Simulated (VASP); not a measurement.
Here is a VASP 6.6.1 calculation.

The input POSCAR:

```
Ag
1.0
    0.0000000000      2.0290398554      2.0290398554
    2.0290398554      0.0000000000      2.0290398554
    2.0290398554      2.0290398554      0.0000000000
Ag
1
Direct
    0.0000000000      0.0000000000      0.0000000000
```

Contents of INCAR.step1:

```
SYSTEM = Ag
PREC = Accurate
ENCUT = 520
EDIFF = 1E-5
ISMEAR = -1
SIGMA = 0.05
LREAL = .False.
LASPH = .True.
NELM = 60
ALGO = Normal
ISIF = 2
LWAVE = .True.
LCHARG = .False.
NBANDS = 12
GGA = PE
```

INCAR.step2

```
SYSTEM = Ag
PREC = Accurate
ENCUT = 520
EDIFF = 1E-6
ISMEAR = -1
SIGMA = 0.05
LREAL = .False.
LASPH = .True.
NELM = 60
ALGO = Normal
ISIF = 2
LWAVE = .False.
LCHARG = .False.
GGA = PE
LHFCALC = .True.
AEXX = 0.25
HFSCREEN = 0.3
PRECFOCK = Normal
NBANDS = 12
ISTART = 1
```

The input KPOINTS:

```
regular mesh
0
Gamma
  6 6 6
  0 0 0
```

Potentials or basis: VASP PAW PBE potentials, release 64 (Ag).

The run is started by

```console
$ cat potpaw_PBE.64/Ag/POTCAR > POTCAR
$ cp INCAR.step1 INCAR
$ mpirun -np 1 vasp_std > vasp.out
$ cp INCAR.step2 INCAR
$ mpirun -np 1 vasp_std > vasp.out
```

Problem. Estimate the band gap on the k mesh.

Solution. Zero (an odd number of electrons rules out a gap without spin polarisation).

Problem. Estimate the pressure.

Solution. 7.3 GPa.

Caveat: the k points lie up to 0.45 Å⁻¹ apart, too coarse for converged energies and pressures of a metal; the PAW data sets were made with another functional, which shifts forces and pressure a little.
